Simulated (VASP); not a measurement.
# Al2Ru (I4/mmm) in VASP: a series of runs

The runs below take Al2Ru through single point, with r2SCAN.

Everything below comes from runs of VASP 6.6.1. Logs are shortened: lines on timing, memory, paths and dates and some standing lists are left out, and cuts for length are marked.

## (1) The cell of the first run

Symmetry: I4/mmm, No. 139, tetragonal system. The conventional cell has a = 3.059 Å, b = 3.059 Å, c = 8.546 Å, α = 90.00°, β = 90.00°, γ = 90.00°. Al (site symmetry 4mm) has 5 Ru at 2.55 to 2.92 Å and 9 Al at 2.67 to 3.06 Å within 3.4 Å. Within 3.4 Å of Ru (site symmetry 4/mmm) lie 10 Al at 2.55 to 2.92 Å and 4 Ru at 3.06 Å.

## (2) Single point, r2SCAN (biaxial strain in the a-b plane: -2.0 %)

File POSCAR:

```
Al2Ru
1.0
    3.0593840995      0.0000000000      0.0000000000
    0.0000000000      3.0593840995      0.0000000000
    0.0000000000      0.0000000000      8.5463232074
Al Ru
4 2
Direct
    0.5000000000      0.5000000000      0.1583571525
    0.0000000000      0.0000000000      0.3416428475
    0.0000000000      0.0000000000      0.6583571525
    0.5000000000      0.5000000000      0.8416428475
    0.0000000000      0.0000000000      0.0000000000
    0.5000000000      0.5000000000      0.5000000000
```

File INCAR.step1:

```
SYSTEM = Al2Ru
PREC = Accurate
ENCUT = 520
ISMEAR = 0
SIGMA = 0.1
LREAL = .False.
LASPH = .True.
NELM = 60
NBANDS = 29
GGA = PE
ALGO = Normal
EDIFF = 1E-4
LWAVE = .True.
LCHARG = .False.
```

File INCAR.step2:

```
SYSTEM = Al2Ru
PREC = Accurate
ENCUT = 520
EDIFF = 1E-6
ISMEAR = 0
SIGMA = 0.1
LREAL = .False.
LASPH = .True.
NELM = 60
ALGO = Normal
ISIF = 2
LWAVE = .False.
LCHARG = .True.
METAGGA = R2SCAN
LMIXTAU = .True.
LELF = .True.
LVHAR = .True.
NBANDS = 29
ISTART = 1
```

File KPOINTS:

```
Automatic mesh
0
Gamma
  12 12 4
  0 0 0
```

Potentials or basis: VASP PAW PBE potentials, release 64 (Al, Ru_pv).

Launch:

```bash
$ cat potpaw_PBE.64/Al/POTCAR potpaw_PBE.64/Ru_pv/POTCAR > POTCAR
$ cp INCAR.step1 INCAR
$ mpirun -np 1 vasp_std > vasp.out
$ cp INCAR.step2 INCAR
$ mpirun -np 1 vasp_std > vasp.out
```

OUTCAR:

```text
SYSTEM = Al2Ru
   PREC = Accurate
   ENCUT = 520
   EDIFF = 1E-6
   ISMEAR = 0
   LREAL = .False.
   LASPH = .True.
   NELM = 60
   ISIF = 2
   METAGGA = R2SCAN
   ISTART = 1

 ion  position               nearest neighbor table
   1  0.500  0.500  0.158-   5 2.55   5 2.55   5 2.55   5 2.55   2 2.67   2 2.67   2 2.67   2 2.67
                             4 2.71   6 2.92
   2  0.000  0.000  0.342-   6 2.55   6 2.55   6 2.55   6 2.55   1 2.67   1 2.67   1 2.67   1 2.67
                             3 2.71   5 2.92
   3  0.000  0.000  0.658-   6 2.55   6 2.55   6 2.55   6 2.55   4 2.67   4 2.67   4 2.67   4 2.67
                             2 2.71   5 2.92
   4  0.500  0.500  0.842-   5 2.55   5 2.55   5 2.55   5 2.55   3 2.67   3 2.67   3 2.67   3 2.67
                             1 2.71   6 2.92
   5  0.000  0.000  0.000-   1 2.55   4 2.55   1 2.55   4 2.55   1 2.55   4 2.55   1 2.55   4 2.55
                             3 2.92   2 2.92
   6  0.500  0.500  0.500-   2 2.55   3 2.55   2 2.55   3 2.55   2 2.55   3 2.55   2 2.55   3 2.55
                             1 2.92   4 2.92

  LATTYP: Found a simple tetragonal cell.
 ALAT       =     3.0593840995
 C/A-ratio  =     2.7934783373

  Lattice vectors:

 A1 = (   3.0593840995,   0.0000000000,   0.0000000000)
 A2 = (   0.0000000000,   3.0593840995,   0.0000000000)
 A3 = (   0.0000000000,   0.0000000000,   8.5463232074)

Analysis of symmetry for initial positions (statically):
=====================================================================
 Subroutine PRICEL returns following result:

  LATTYP: Found a body centered tetragonal cell.
 ALAT       =     3.0593840995
 C/A-ratio  =     2.7934783373

  Lattice vectors:

 A1 = (  -1.5296920497,   1.5296920497,   4.2731616037)
 A2 = (   1.5296920497,  -1.5296920497,   4.2731616037)
 A3 = (   1.5296920497,   1.5296920498,  -4.2731616037)

   2 primitive cells build up your supercell.

 Routine SETGRP: Setting up the symmetry group for a
 simple tetragonal supercell.

 Subroutine GETGRP returns: Found 16 space group operations
 (whereof 16 operations were pure point group operations)
 out of a pool of 16 trial point group operations.

The static configuration has the point symmetry D_4h.

Analysis of symmetry for dynamics (positions and initial velocities):
=====================================================================
 Subroutine PRICEL returns following result:

  LATTYP: Found a body centered tetragonal cell.
 ALAT       =     3.0593840995
 C/A-ratio  =     2.7934783373

  Lattice vectors:

 A1 = (  -1.5296920497,   1.5296920497,   4.2731616037)
 A2 = (   1.5296920497,  -1.5296920497,   4.2731616037)
 A3 = (   1.5296920497,   1.5296920498,  -4.2731616037)

   2 primitive cells build up your supercell.

 Routine SETGRP: Setting up the symmetry group for a
 simple tetragonal supercell.

 Subroutine GETGRP returns: Found 16 space group operations
 (whereof 16 operations were pure point group operations)
 out of a pool of 16 trial point group operations.

The dynamic configuration has the point symmetry D_4h.

 Subroutine INISYM returns: Found 16 space group operations
 (whereof 16 operations are pure point group operations),
 and found     2 'primitive' translations

----------------------------------------------------------------------------------------

                                     Primitive cell

  volume of cell :      39.9961

  direct lattice vectors                    reciprocal lattice vectors
    -1.529692050  1.529692050  4.273161604    -0.000000000  0.326863175  0.117009382
     1.529692050 -1.529692050  4.273161604     0.326863175  0.000000000  0.117009382
     1.529692050  1.529692050 -4.273161604     0.326863175  0.326863175  0.000000000

  length of vectors
     4.789553802  4.789553802  4.789553802     0.347175360  0.347175360  0.462254335

  position of ions in fractional coordinates (direct lattice)
     0.658357153  0.658357153  0.000000000
     0.341642847  0.341642847  0.000000000
     0.000000000  0.000000000  0.000000000

  ion indices of the primitive-cell ions
   primitive index   ion index
                 1           1
                 2           4
                 3           6

----------------------------------------------------------------------------------------

 KPOINTS: Automatic mesh

Automatic generation of k-mesh.
 Grid dimensions read from file:
 generate k-points for:   12   12    4

 Generating k-lattice:

  Cartesian coordinates                     Fractional coordinates (reciprocal lattice)
     0.027238598  0.000000000  0.000000000     0.083333333  0.000000000  0.000000000
     0.000000000  0.027238598  0.000000000     0.000000000  0.083333333  0.000000000
     0.000000000  0.000000000  0.029252346     0.000000000  0.000000000  0.250000000

  Length of vectors
     0.027238598  0.027238598  0.029252346

  Shift w.r.t. Gamma in fractional coordinates (k-lattice)
     0.000000000  0.000000000  0.000000000

 Subroutine IBZKPT returns following result:
 ===========================================

 Found     84 irreducible k-points:

 Following reciprocal coordinates:
            Coordinates               Weight
  0.000000  0.000000  0.000000      1.000000
  0.083333  0.000000  0.000000      4.000000
  0.166667  0.000000  0.000000      4.000000
  0.250000  0.000000  0.000000      4.000000
  0.333333  0.000000  0.000000      4.000000
  0.416667  0.000000  0.000000      4.000000
[... 16 lines left out ...]
  0.333333  0.333333  0.000000      4.000000
  0.416667  0.333333  0.000000      8.000000
 [... further k-points ...]
   k-points           NKPTS =     84   k-points in BZ     NKDIM =     84   number of bands    NBANDS=     29
   number of dos      NEDOS =    301   number of ions     NIONS =      6
   total plane-waves  NPLWV =  36864
   dimension x,y,z NGX =    24 NGY =   24 NGZ =   64
   dimension x,y,z NGXF=    48 NGYF=   48 NGZF=  128
   ions per type =               4   2
   NGX,Y,Z   is equivalent  to a cutoff of  13.04, 13.04, 12.45 a.u.
   NGXF,Y,Z  is equivalent  to a cutoff of  26.08, 26.08, 24.90 a.u.
 SYSTEM =  Al2Ru
   PREC   = accura    normal or accurate (medium, high low for compatibility)
   ISTART =      1    job   : 0-new  1-cont  2-samecut
   ICHARG =      0    charge: 1-file 2-atom 10-const
   ISPIN  =      1    spin polarized calculation?
   LNONCOLLINEAR =      F non collinear calculations
   LSORBIT =      F    spin-orbit coupling
   LASPH  =      T    aspherical Exc in radial PAW
   ENCUT  =  520.0 eV  38.22 Ry    6.18 a.u.   5.69  5.69 15.89*2*pi/ulx,y,z
   NELM   =     60;   NELMIN=  2; NELMDL=  0     # of ELM steps
   EDIFF  = 0.1E-05   stopping-criterion for ELM
   LREAL  =      F    real-space projection
   EDIFFG = 0.1E-04   stopping-criterion for IOM
   NSW    =      0    number of steps for IOM
   IBRION =     -1    ionic relax: 0-MD 1-quasi-New 2-CG
   NFREE  =      0    steps in history (QN), initial steepest desc. (CG)
   ISIF   =      2    stress and relaxation
   ISYM   =      2    0-nonsym 1-usesym 2-fastsym
   POTIM  = 0.5000    time-step for ionic-motion
   TEBEG  =    0.0;   TEEND  =   0.0 temperature during run
   PSTRESS=    0.0 pullay stress
   NELECT =      40.0000    total number of electrons
   NUPDOWN=      -1.0000    fix difference up-down
   EMIN   =  10.00;   EMAX   =-10.00  energy-range for DOS
   EFERMI =   0.00;   METHOD = LEGACY
   ISMEAR =     0;   SIGMA  =   0.10  broadening in eV -4-tet -1-fermi 0-gaus
   EFERMI_NEDOS =   21; number of points for ismear=-14 and -15
   IALGO  =     38    algorithm
   IMIX   =      4    mixing-type and parameters
     AMIX     =   0.40;   BMIX     =  1.00
     AMIX_MAG =   1.60;   BMIX_MAG =  1.00
  volume/ion in A,a.u.               =      13.33        89.97
  Fermi-wavevector in a.u.,A,eV,Ry     =   1.299409  2.455526 22.972928  1.688463
  Thomas-Fermi vector in A             =   2.430674
   LORBIT       =      0    0 simple, 1 ext, 2 COOP (PROOUT), +10 PAW based schemes
   METAGGA = R2SCAN    functional components
   LHFCALC =     F    Hartree Fock is set to
   AEXX    =    0.0000 exact exchange contribution
   IVDW    =     0    specifies the selected vdW correction
   LEPSILON=     F    determine dielectric tensor
   LRPA    =     F    only Hartree local field effects (RPA)
 non-spin polarized calculation
 Gauss-broadening in eV      SIGMA  =   0.10
  energy-cutoff  :      520.00
  volume of cell :       79.99
 maximum number of plane-waves:      2184
 NGX is ok and might be reduce to    24
   NGX = 11   NGY = 11   NGZ = 31

 number of electron      40.0000006 magnetization

 Free energy of the ion-electron system (eV)
  ---------------------------------------------------
  ext. energy  EPLUGINS =         0.00000000
  ---------------------------------------------------
  free energy    TOTEN  =       -82.27203466 eV

  energy without entropy =      -82.27096508  energy(sigma->0) =      -82.27149987

 E-fermi :  11.0619     XC(G=0): -13.0004

 val. band max:       11.0546334374   @ k =   0.2500   0.2500   0.0000
 cond. band min:      11.0921709756   @ k =   0.3333   0.3333   0.0000
 fundamental gap:      0.0375375382
 Fermi energy:        11.0619097409

 k-point     1 :       0.0000    0.0000    0.0000
  band No.  band energies     occupation
      1     -33.0419      2.00000
      2     -33.0419      2.00000
      3     -33.0418      2.00000
      4     -33.0418      2.00000
      5     -33.0212      2.00000
      6     -33.0183      2.00000
[... 21 lines left out ...]
     28      17.8402      0.00000
     29      17.8429      0.00000

 k-point     2 :       0.0833    0.0000    0.0000
  band No.  band energies     occupation
      1     -33.0543      2.00000
      2     -33.0542      2.00000
      3     -33.0408      2.00000
      4     -33.0407      2.00000
      5     -33.0198      2.00000
      6     -33.0170      2.00000
[... 696 lines left out ...]
 k-point    24 :       0.4167    0.3333    0.0000
  band No.  band energies     occupation
      1     -33.1959      2.00000
      2     -33.1959      2.00000
      3     -33.1596      2.00000
      4     -33.1596      2.00000
      5     -32.9871      2.00000
      6     -32.9868      2.00000
[... 21 lines left out ...]
     28      16.4455      0.00000
     29      16.5409      0.00000

 [... further k-points ...]

------------------------ aborting loop because EDIFF is reached ----------------------------------------

  FORCE on cell =-STRESS in cart. coord.  units (eV):
  Direction    XX          YY          ZZ          XY          YZ          ZX
  --------------------------------------------------------------------------------------
  -------------------------------------------------------------------------------------
  Total        4.0178196      4.0178196      0.5264938      0.0000000      0.0000000     -0.0000000
  in kB       80.4736483     80.4736483     10.5452405      0.0000000      0.0000000     -0.0000000
  external PRESSURE =      57.1641791 kB  Pullay stress =       0.0000000 kB

 VOLUME and BASIS-vectors are now :
 -----------------------------------------------------------------------------
  energy-cutoff  :      520.00
  volume of cell :       79.99
      direct lattice vectors                 reciprocal lattice vectors
     3.059384099  0.000000000  0.000000000     0.326863175  0.000000000  0.000000000
     0.000000000  3.059384099  0.000000000     0.000000000  0.326863175  0.000000000
     0.000000000  0.000000000  8.546323207     0.000000000  0.000000000  0.117009382

 POSITION                                       TOTAL-FORCE (eV/Angst)
 -----------------------------------------------------------------------------------
      1.52969      1.52969      1.35337        -0.000000     -0.000000     -0.044932
      0.00000      0.00000      2.91979         0.000000     -0.000000      0.044932
      0.00000      0.00000      5.62653         0.000000      0.000000     -0.044932
      1.52969      1.52969      7.19295         0.000000      0.000000      0.044932
      0.00000      0.00000      0.00000         0.000000      0.000000     -0.000000
      1.52969      1.52969      4.27316        -0.000000     -0.000000     -0.000000
 -----------------------------------------------------------------------------------
    total drift:                                0.000000      0.000000     -0.000000

  FREE ENERGIE OF THE ION-ELECTRON SYSTEM (eV)
  ---------------------------------------------------
  free  energy   TOTEN  =       -82.2720346553 eV

  energy  without entropy=      -82.2709650782  energy(sigma->0) =      -82.27149987
```

Run time: 8.2 min. Hardware: 1 thread of Intel Xeon 8259CL, shared host; peak memory 0.3 GiB.

What came out:

```
Free energy   : -82.2720 eV
Pressure      : 5.7 GPa
Largest force : 0.045 eV/Å
```

Forces in eV/Å, atoms in the order of the input:
```
Al   0.000  0.000 -0.045
Al   0.000  0.000  0.045
Al   0.000  0.000 -0.045
Al   0.000  0.000  0.045
Ru   0.000  0.000  0.000
Ru   0.000  0.000  0.000
```

Stress tensor (GPa, compression positive):
```
8.05 0.00 0.00
0.00 8.05 0.00
0.00 0.00 1.05
```

Levels at points of the mesh, in eV from the Fermi level:
```tsv
k point	band 17	band 18	band 19	band 20	band 21	band 22	band 23	band 24
(0.00, 0.00, 0.00)	-1.82	-1.82	-1.10	-1.08	2.24	3.69	3.69	4.72
(0.50, 0.00, 0.00)	-2.87	-2.87	-1.65	-1.65	0.66	0.66	2.93	2.93
(0.50, 0.50, 0.00)	-1.22	-1.22	-0.47	-0.47	0.53	0.53	1.77	1.77
(0.00, 0.00, 0.50)	-2.03	-2.03	-1.09	-1.09	3.98	3.98	4.61	4.61
(0.50, 0.00, 0.50)	-2.87	-2.87	-1.65	-1.65	0.74	0.74	3.13	3.13
(0.50, 0.50, 0.50)	-2.03	-2.03	-0.57	-0.57	0.53	0.53	1.55	1.55
```

Caveat: the cell differs from its parent crystal (biaxial strain in the a-b plane: -2.0 %); the cell stands under pressure; the PAW data sets were made with another functional, which shifts forces and pressure a little.

(Part 1 of 2 ends here.)
